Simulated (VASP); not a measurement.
**Mo: single point with PBE**

Crystal: Mo.

```
Mo
1.0
     3.16060    0.00000    0.00000
     0.00000    3.16060    0.00000
     0.00000    0.00000    3.16060
Mo
2
Cartesian
  0.0000 0.0000 0.0000
  1.5803 1.5803 1.5803
```

* Program: VASP 6.6.1
* Task: single point
* Functional: PBE
* Potentials or basis: VASP PAW PBE potentials, release 64 (Mo_sv)
* Cutoff: 520 eV
* k mesh: 16 × 16 × 16
* Occupations: gaussian, width 0.1 eV
* Spin: no spin polarisation

```yaml
Pressure: 0.5 GPa
Band_gap_on_the_k_mesh: zero (band 14 reaches 14.03 eV, above the bottom of band 15 at 11.82 eV)
```

Levels at points of the mesh, in eV from the Fermi level:
```tsv
k point	band 11	band 12	band 13	band 14	band 15	band 16	band 17	band 18
(0.00, 0.00, 0.00)	-5.38	-1.36	-1.36	-1.36	1.63	1.63	3.91	3.91
(0.50, 0.00, 0.00)	-2.64	-2.64	-0.63	-0.63	-0.63	-0.63	0.85	0.85
(0.50, 0.50, 0.00)	-3.37	-3.37	1.58	1.58	1.65	1.65	2.28	2.28
(0.50, 0.50, 0.50)	-2.61	-2.61	-2.61	-2.61	2.40	2.40	2.40	2.40
```

Run time: 23 s on 1 thread of Intel(R) Xeon(R) 6975P-C (Granite Rapids), with other jobs on the host, peak memory 0.2 GiB.
